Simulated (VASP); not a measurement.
# C (P6_3/mmc) in VASP: notebook

The runs below take C through single point, with PBE.

All numbers are computed with VASP 6.6.1; they aren't measurements. Logs are shortened: lines on timing, memory, paths and dates and some standing lists are left out, and cuts for length are marked.

## Step 1: The cell of the first run

It takes space group P6_3/mmc (No. 194, hexagonal). Conventional cell: a = 2.467 Å, b = 2.467 Å, c = 8.768 Å, α = 90.00°, β = 90.00°, γ = 120.00°. C (site symmetry -6m2) has 3 C at 1.42 Å within 1.9 Å. C (site symmetry -6m2) has 3 C at 1.42 Å within 1.9 Å.

## Step 2: Single point, PBE (strain +0.0300 x Voigt [0, 0, 1, 0, 0, 0])

Contents of INCAR:

```
SYSTEM = C
  ALGO = Normal
  EDIFF = 1E-7
  ENCUT = 520
  GGA = PE
  ISIF = 2
  ISMEAR = 0
  LASPH = .True.
  LCHARG = .False.
  LREAL = .False.
  LWAVE = .False.
  NBANDS = 16
  NELM = 100
  PREC = Accurate
  SIGMA = 0.15
```

Contents of KPOINTS:

```
k-points
0
Gamma
  24 24 6
  0 0 0
```

Contents of POSCAR:

```
C
1.0
    2.4665344233      0.0000000000      0.0000000000
   -1.2332672117      2.1360814699      0.0000000000
    0.0000000000      0.0000000000      8.7682331379
C
4
Direct
    0.0000000000      0.0000000000      0.0025000000
    0.0000000000      0.0000000000      0.5025000000
    0.3333333333      0.6666666667      0.0025000000
    0.6666666667      0.3333333333      0.5025000000
```

Potentials or basis: VASP PAW PBE potentials, release 64 (C).

On the command line:

```bash
$ cat potpaw_PBE.64/C/POTCAR > POTCAR
$ mpirun -np 1 vasp_std > vasp.out
```

OUTCAR:

```text
SYSTEM = C
   EDIFF = 1E-7
   ENCUT = 520
   GGA = PE
   ISIF = 2
   ISMEAR = 0
   LASPH = .True.
   LREAL = .False.
   NELM = 100
   PREC = Accurate

 ion  position               nearest neighbor table
   1  0.000  0.000  0.002-   3 1.42   3 1.42   3 1.42
   2  0.000  0.000  0.502-   4 1.42   4 1.42   4 1.42
   3  0.333  0.667  0.002-   1 1.42   1 1.42   1 1.42
   4  0.667  0.333  0.502-   2 1.42   2 1.42   2 1.42

  LATTYP: Found a hexagonal cell.
 ALAT       =     2.4665344233
 C/A-ratio  =     3.5548796948

  Lattice vectors:

 A1 = (   2.4665344233,   0.0000000000,   0.0000000000)
 A2 = (  -1.2332672117,   2.1360814699,   0.0000000000)
 A3 = (   0.0000000000,   0.0000000000,   8.7682331379)

Analysis of symmetry for initial positions (statically):
=====================================================================
 Subroutine PRICEL returns:
 Original cell was already a primitive cell.

 Routine SETGRP: Setting up the symmetry group for a
 hexagonal supercell.

 Subroutine GETGRP returns: Found 24 space group operations
 (whereof  6 operations were pure point group operations)
 out of a pool of 24 trial point group operations.

The static configuration has the point symmetry C_3v.
 The point group associated with its full space group is D_6h.

Analysis of symmetry for dynamics (positions and initial velocities):
=====================================================================
 Subroutine PRICEL returns:
 Original cell was already a primitive cell.

 Routine SETGRP: Setting up the symmetry group for a
 hexagonal supercell.

 Subroutine GETGRP returns: Found 24 space group operations
 (whereof  6 operations were pure point group operations)
 out of a pool of 24 trial point group operations.

The dynamic configuration has the point symmetry C_3v.
 The point group associated with its full space group is D_6h.

 Subroutine INISYM returns: Found 24 space group operations
 (whereof  6 operations are pure point group operations),
 and found     1 'primitive' translations

----------------------------------------------------------------------------------------

                                     Primitive cell

  volume of cell :      46.1974

  direct lattice vectors                    reciprocal lattice vectors
     2.466534423  0.000000000  0.000000000     0.405427141  0.234073469  0.000000000
    -1.233267212  2.136081470  0.000000000     0.000000000  0.468146938  0.000000000
     0.000000000  0.000000000  8.768233138     0.000000000  0.000000000  0.114048062

  length of vectors
     2.466534423  2.466534423  8.768233138     0.468146938  0.468146938  0.114048062

  position of ions in fractional coordinates (direct lattice)
     0.000000000  0.000000000  0.002500000
     0.000000000  0.000000000  0.502500000
     0.333333333  0.666666667  0.002500000
     0.666666667  0.333333333  0.502500000

  ion indices of the primitive-cell ions
   primitive index   ion index
                 1           1
                 2           2
                 3           3
                 4           4

----------------------------------------------------------------------------------------

 KPOINTS: k-points

Automatic generation of k-mesh.
 Grid dimensions read from file:
 generate k-points for:   24   24    6

 Generating k-lattice:

  Cartesian coordinates                     Fractional coordinates (reciprocal lattice)
     0.016892798  0.009753061  0.000000000     0.041666667  0.000000000  0.000000000
     0.000000000  0.019506122  0.000000000     0.000000000  0.041666667  0.000000000
     0.000000000  0.000000000  0.019008010     0.000000000  0.000000000  0.166666667

  Length of vectors
     0.019506122  0.019506122  0.019008010

  Shift w.r.t. Gamma in fractional coordinates (k-lattice)
     0.000000000  0.000000000  0.000000000

 Subroutine IBZKPT returns following result:
 ===========================================

 Found    244 irreducible k-points:

 Following reciprocal coordinates:
            Coordinates               Weight
  0.000000  0.000000  0.000000      1.000000
  0.041667 -0.000000  0.000000      6.000000
  0.083333  0.000000  0.000000      6.000000
  0.125000 -0.000000  0.000000      6.000000
  0.166667 -0.000000  0.000000      6.000000
  0.208333 -0.000000  0.000000      6.000000
[... 16 lines left out ...]
  0.416667  0.041667  0.000000     12.000000
  0.458333  0.041667  0.000000     12.000000
 [... further k-points ...]
   k-points           NKPTS =    244   k-points in BZ     NKDIM =    244   number of bands    NBANDS=     16
   number of dos      NEDOS =    301   number of ions     NIONS =      4
   total plane-waves  NPLWV =  22680
   dimension x,y,z NGX =    18 NGY =   18 NGZ =   70
   dimension x,y,z NGXF=    36 NGYF=   36 NGZF=  140
   ions per type =               4
   NGX,Y,Z   is equivalent  to a cutoff of  12.13, 12.13, 13.27 a.u.
   NGXF,Y,Z  is equivalent  to a cutoff of  24.26, 24.26, 26.54 a.u.
 SYSTEM =  C
   PREC   = accura    normal or accurate (medium, high low for compatibility)
   ISTART =      0    job   : 0-new  1-cont  2-samecut
   ICHARG =      2    charge: 1-file 2-atom 10-const
   ISPIN  =      1    spin polarized calculation?
   LNONCOLLINEAR =      F non collinear calculations
   LSORBIT =      F    spin-orbit coupling
   LASPH  =      T    aspherical Exc in radial PAW
   ENCUT  =  520.0 eV  38.22 Ry    6.18 a.u.   4.59  4.59 16.30*2*pi/ulx,y,z
   NELM   =    100;   NELMIN=  2; NELMDL= -5     # of ELM steps
   EDIFF  = 0.1E-06   stopping-criterion for ELM
   LREAL  =      F    real-space projection
   EDIFFG = 0.1E-05   stopping-criterion for IOM
   NSW    =      0    number of steps for IOM
   IBRION =     -1    ionic relax: 0-MD 1-quasi-New 2-CG
   NFREE  =      0    steps in history (QN), initial steepest desc. (CG)
   ISIF   =      2    stress and relaxation
   ISYM   =      2    0-nonsym 1-usesym 2-fastsym
   POTIM  = 0.5000    time-step for ionic-motion
   TEBEG  =    0.0;   TEEND  =   0.0 temperature during run
   PSTRESS=    0.0 pullay stress
   NELECT =      16.0000    total number of electrons
   NUPDOWN=      -1.0000    fix difference up-down
   EMIN   =  10.00;   EMAX   =-10.00  energy-range for DOS
   EFERMI =   0.00;   METHOD = LEGACY
   ISMEAR =     0;   SIGMA  =   0.15  broadening in eV -4-tet -1-fermi 0-gaus
   EFERMI_NEDOS =   21; number of points for ismear=-14 and -15
   IALGO  =     38    algorithm
   IMIX   =      4    mixing-type and parameters
     AMIX     =   0.40;   BMIX     =  1.00
     AMIX_MAG =   1.60;   BMIX_MAG =  1.00
  volume/ion in A,a.u.               =      11.55        77.94
  Fermi-wavevector in a.u.,A,eV,Ry     =   1.149677  2.172574 17.983595  1.321757
  Thomas-Fermi vector in A             =   2.286345
   LORBIT       =      0    0 simple, 1 ext, 2 COOP (PROOUT), +10 PAW based schemes
   GGA     = PE    functional components
   LHFCALC =     F    Hartree Fock is set to
   AEXX    =    0.0000 exact exchange contribution
   IVDW    =     0    specifies the selected vdW correction
   LEPSILON=     F    determine dielectric tensor
   LRPA    =     F    only Hartree local field effects (RPA)
 non-spin polarized calculation
 Gauss-broadening in eV      SIGMA  =   0.15
  energy-cutoff  :      520.00
  volume of cell :       46.20
 maximum number of plane-waves:      1270
   NGX =  9   NGY =  9   NGZ = 33

 number of electron      15.9999994 magnetization

 Free energy of the ion-electron system (eV)
  ---------------------------------------------------
  ext. energy  EPLUGINS =         0.00000000
  ---------------------------------------------------
  free energy    TOTEN  =       -36.90686031 eV

  energy without entropy =      -36.90580731  energy(sigma->0) =      -36.90633381

 E-fermi :   2.5995     XC(G=0):  -8.5490

 val. band max:        2.5991259866   @ k =   0.3333   0.3333   0.1667
 cond. band min:       2.5995425885   @ k =   0.3333   0.3333   0.3333
 fundamental gap:      0.0004166019
 Fermi energy:         2.5994949470

 k-point     1 :       0.0000    0.0000    0.0000
  band No.  band energies     occupation
      1     -16.9293      2.00000
      2     -16.9023      2.00000
      3      -5.2076      2.00000
      4      -4.8085      2.00000
      5      -0.4454      2.00000
      6      -0.4454      2.00000
[... 8 lines left out ...]
     15      12.4062      0.00000
     16      14.0082      0.00000

 k-point     2 :       0.0417   -0.0000    0.0000
  band No.  band energies     occupation
      1     -16.8883      2.00000
      2     -16.8613      2.00000
      3      -5.1582      2.00000
      4      -4.7600      2.00000
      5      -0.6147      2.00000
      6      -0.6137      2.00000
[... 8 lines left out ...]
     15      12.4637      0.00000
     16      13.8635      0.00000

 k-point     3 :       0.0833    0.0000    0.0000
  band No.  band energies     occupation
      1     -16.7652      2.00000
      2     -16.7385      2.00000
      3      -5.0103      2.00000
      4      -4.6148      2.00000
      5      -1.0966      2.00000
      6      -1.0950      2.00000
[... 8 lines left out ...]
     15      12.6308      0.00000
     16      13.4433      0.00000

 k-point     4 :       0.1250   -0.0000    0.0000
  band No.  band energies     occupation
      1     -16.5604      2.00000
      2     -16.5342      2.00000
      3      -4.7647      2.00000
      4      -4.3738      2.00000
      5      -1.8279      2.00000
      6      -1.8253      2.00000
[... 8 lines left out ...]
     15      12.7808      0.00000
     16      12.8165      0.00000
[... 324 lines left out ...]
 k-point    22 :       0.3750    0.0417    0.0000
  band No.  band energies     occupation
      1     -13.2890      2.00000
      2     -13.2698      2.00000
      3      -8.6115      2.00000
      4      -8.6002      2.00000
      5      -3.7048      2.00000
      6      -3.7019      2.00000
[... 8 lines left out ...]
     15      16.3153      0.00000
     16      16.7105      0.00000

 k-point    23 :       0.4167    0.0417    0.0000
  band No.  band energies     occupation
      1     -12.5388      2.00000
      2     -12.5214      2.00000
      3      -9.5995      2.00000
      4      -9.5871      2.00000
      5      -3.8664      2.00000
      6      -3.8634      2.00000
[... 8 lines left out ...]
     15      15.1436      0.00000
     16      16.7200      0.00000

 k-point    24 :       0.4583    0.0417    0.0000
  band No.  band energies     occupation
      1     -11.8232      2.00000
      2     -11.8102      2.00000
      3     -10.4327      2.00000
      4     -10.4218      2.00000
      5      -3.9480      2.00000
      6      -3.9449      2.00000
[... 8 lines left out ...]
     15      14.8283      0.00000
     16      15.8928      0.00000

 [... further k-points ...]
[... 5 lines left out ...]
  --------------------------------------------------------------------------------------
  -------------------------------------------------------------------------------------
  Total        0.1523675      0.1523675     -0.0192522     -0.0000000      0.0000000     -0.0000000
  in kB        5.2842804      5.2842804     -0.6676896     -0.0000000      0.0000000     -0.0000000
  external PRESSURE =       3.3002904 kB  Pullay stress =       0.0000000 kB

 VOLUME and BASIS-vectors are now :
 -----------------------------------------------------------------------------
  energy-cutoff  :      520.00
  volume of cell :       46.20
      direct lattice vectors                 reciprocal lattice vectors
     2.466534423  0.000000000  0.000000000     0.405427141  0.234073469  0.000000000
    -1.233267212  2.136081470  0.000000000     0.000000000  0.468146938  0.000000000
     0.000000000  0.000000000  8.768233138     0.000000000  0.000000000  0.114048062

 POSITION                                       TOTAL-FORCE (eV/Angst)
 -----------------------------------------------------------------------------------
      0.00000      0.00000      0.02192        -0.000000      0.000000      0.000000
      0.00000      0.00000      4.40604         0.000000     -0.000000     -0.000000
     -0.00000      1.42405      0.02192         0.000000     -0.000000      0.000000
      1.23327      0.71203      4.40604        -0.000000      0.000000     -0.000000
 -----------------------------------------------------------------------------------
    total drift:                                0.000000      0.000000      0.000019

  FREE ENERGIE OF THE ION-ELECTRON SYSTEM (eV)
  ---------------------------------------------------
  free  energy   TOTEN  =       -36.9068603077 eV

  energy  without entropy=      -36.9058073088  energy(sigma->0) =      -36.90633381
```

It took 2.5 min on 1 thread of Intel Xeon Platinum 8259CL at 2.50GHz (Skylake/Cascade Lake), shared host; peak memory 0.25 GiB.

What came out:

* Free energy: -36.9069 eV
* Pressure: 0.3 GPa
* Band gap on the k mesh: zero (filled and empty bands touch)

Levels at points of the mesh, in eV from the Fermi level:
| k point | band 6 | band 7 | band 8 | band 9 | band 10 | band 11 |
| --- | --- | --- | --- | --- | --- | --- |
| (0.00, 0.00, 0.00) | -3.04 | -3.04 | -3.04 | 3.01 | 6.08 | 8.30 |
| (0.50, 0.00, 0.00) | -6.42 | -2.42 | -2.30 | 1.60 | 1.77 | 7.34 |
| (0.00, 0.00, 0.50) | -3.04 | -3.04 | -3.04 | 4.17 | 4.17 | 8.30 |
| (0.50, 0.00, 0.50) | -6.42 | -2.36 | -2.36 | 1.67 | 1.67 | 7.36 |

Caveat: the cell differs from its parent crystal (strain +0.0300 x Voigt [0, 0, 1, 0, 0, 0]); this functional lacks dispersion, which binds the layers, so the pressure and a relaxed spacing across them are unreliable.

## Step 3: Single point, PBE (strain +0.0350 x Voigt [0, 0, 1, 0, 0, 0])

Contents of INCAR:

```
PREC = Accurate ; ENCUT = 520
EDIFF = 1E-7 ; ISMEAR = 0
SIGMA = 0.15 ; LREAL = F
LASPH = T ; NELM = 100
ALGO = Normal ; ISIF = 2
LWAVE = F ; LCHARG = F
GGA = PE ; NBANDS = 16
```

Contents of KPOINTS:

```
Automatic mesh
0
Gamma
  24 24 6
```

POSCAR: that of step 2 with these lines changed.

```diff
@@ -4,3 +4,3 @@
    -1.2332672117      2.1360814699      0.0000000000
-    0.0000000000      0.0000000000      8.7682331379
+    0.0000000000      0.0000000000      8.8107973764
 C
```

Potentials or basis: VASP PAW PBE potentials, release 64 (C).

On the command line:

```bash
$ cat potpaw_PBE.64/C/POTCAR > POTCAR
$ mpirun -np 1 vasp_std > vasp.out
```

Wall time 2.7 min (1 thread of Intel Xeon Platinum 8259CL at 2.50GHz (Skylake/Cascade Lake), shared host); peak memory 0.24 GiB.

Results (log left out):

```
Free energy            : -36.9069 eV
Pressure               : 0.3 GPa
Band gap on the k mesh : zero (filled and empty bands touch)
```

Stress tensor (GPa, compression positive):
```
 0.53  0.00  0.00
 0.00  0.53  0.00
 0.00  0.00 -0.07
```

Levels at points of the mesh, in eV from the Fermi level:
| k point | band 6 | band 7 | band 8 | band 9 | band 10 | band 11 |
| --- | --- | --- | --- | --- | --- | --- |
| (0.00, 0.00, 0.00) | -3.04 | -3.04 | -3.04 | 3.00 | 6.02 | 8.30 |
| (0.50, 0.00, 0.00) | -6.42 | -2.42 | -2.30 | 1.60 | 1.77 | 7.34 |
| (0.00, 0.00, 0.50) | -3.04 | -3.04 | -3.04 | 4.14 | 4.14 | 8.30 |
| (0.50, 0.00, 0.50) | -6.42 | -2.36 | -2.36 | 1.67 | 1.67 | 7.36 |

Caveat: the cell differs from its parent crystal (strain +0.0350 x Voigt [0, 0, 1, 0, 0, 0]); this functional lacks dispersion, which binds the layers, so the pressure and a relaxed spacing across them are unreliable.

## Step 4: Single point, PBE (strain +0.0400 x Voigt [0, 0, 1, 0, 0, 0])

Contents of INCAR:

```
SYSTEM = C
ALGO     = Normal         ! electronic algorithm
EDIFF    = 1E-6           ! SCF threshold, eV
ENCUT    = 520            ! plane-wave cutoff, eV
GGA      = PE             ! functional
ISIF     = 2              ! what is computed and relaxed
ISMEAR   = 0              ! smearing method
LASPH    = .True.         ! aspherical terms in the spheres
LCHARG   = .False.        ! write CHGCAR
LREAL    = .False.        ! projectors in reciprocal space
LWAVE    = .False.        ! write WAVECAR
NBANDS   = 16             ! bands
NELM     = 80             ! most SCF steps
PREC     = Accurate       ! precision mode
SIGMA    = 0.15           ! smearing width, eV
```

Contents of KPOINTS:

```
k-points
0
Gamma
  24 24 6
  0 0 0
```

POSCAR: that of step 3 with these lines changed.

```diff
@@ -4,3 +4,3 @@
    -1.2332672117      2.1360814699      0.0000000000
-    0.0000000000      0.0000000000      8.8107973764
+    0.0000000000      0.0000000000      8.8533616150
 C
```

On the command line:

```bash
$ cat potpaw_PBE.64/C/POTCAR > POTCAR
$ mpirun -np 1 vasp_std > vasp.out
```

It took 2.5 min on 1 thread of Intel Xeon Platinum 8259CL at 2.50GHz (Skylake/Cascade Lake), shared host; peak memory 0.24 GiB.

The run converged. Its results:

| Quantity | Value |
| --- | --- |
| Free energy | -36.9069 eV |
| Pressure | 0.3 GPa |
| Band gap on the k mesh | zero (filled and empty bands touch) |

Stress tensor (GPa, compression positive):
```
 0.53  0.00  0.00
 0.00  0.53  0.00
 0.00  0.00 -0.08
```

Levels at points of the mesh, in eV from the Fermi level:
```
           k point  band 5  band 6  band 7  band 8  band 9  band 10  band 11  band 12
(0.00, 0.00, 0.00)   -3.05   -3.05   -3.04   -3.04    2.99     5.97     8.30     8.30
(0.50, 0.00, 0.00)   -6.42   -6.42   -2.41   -2.31    1.60     1.77     7.34     7.38
(0.00, 0.00, 0.50)   -3.04   -3.04   -3.04   -3.04    4.12     4.12     8.30     8.30
(0.50, 0.00, 0.50)   -6.42   -6.42   -2.36   -2.36    1.67     1.67     7.36     7.36
```

Caveat: the cell differs from its parent crystal (strain +0.0400 x Voigt [0, 0, 1, 0, 0, 0]); this functional lacks dispersion, which binds the layers, so the pressure and a relaxed spacing across them are unreliable.

## Step 5: The runs side by side

| cell | gap on the mesh (eV) | pressure (GPa) |
| --- | --- | --- |
| a = 2.467, b = 2.467, c = 8.768 Å, angles 90.0, 90.0, 120.0°, 4 atoms | none | 0.3 |
| a = 2.467, b = 2.467, c = 8.811 Å, angles 90.0, 90.0, 120.0°, 4 atoms | none | 0.3 |
| a = 2.467, b = 2.467, c = 8.853 Å, angles 90.0, 90.0, 120.0°, 4 atoms | none | 0.3 |

Alike in all rows: task single point; level PBE; potentials or basis VASP PAW PBE potentials, release 64 (C); no spin polarisation; k mesh 24 × 24 × 6; cutoff (eV) 520; smearing gaussian 0.15 eV.

Caveats: this functional lacks dispersion, which binds the layers, so the pressure and a relaxed spacing across them are unreliable.

Total energies depend on the potentials used, so only differences within one code and one set of settings carry meaning.
